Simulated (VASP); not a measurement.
A run of VASP 6.6.1 is set up as follows.

File INCAR:

```
ALGO = Normal
EDIFF = 1E-6
ENCUT = 520
GGA = RP
ISIF = 2
ISMEAR = 0
LASPH = True
LCHARG = False
LREAL = False
LWAVE = False
NBANDS = 15
NELM = 60
PREC = Accurate
SIGMA = 0.05
```

KPOINTS

```
k-points
0
Gamma
  8 8 8
```

File POSCAR:

```
KF
1.0
    0.0000000000      2.7744409050      2.7744409050
    2.7744409050      0.0000000000      2.7744409050
    2.7744409050      2.7744409050      0.0000000000
K F
1 1
Direct
    0.0000000000      0.0000000000      0.0000000000
    0.5000000000      0.5000000000      0.5000000000
```

Potentials or basis: VASP PAW PBE potentials, release 64 (K_sv, F).

Run with:

```bash
$ cat potpaw_PBE.64/K_sv/POTCAR potpaw_PBE.64/F/POTCAR > POTCAR
$ mpirun -np 1 vasp_std > vasp.out
```

Problem. Predict the pressure.

Solution. 0.4 GPa.

Problem. What does it give for the band gap on the k mesh?

Solution. 5.92 eV.

Caveat: the PAW data sets were made with another functional, which shifts forces and pressure a little. A k mesh can miss the band edges.
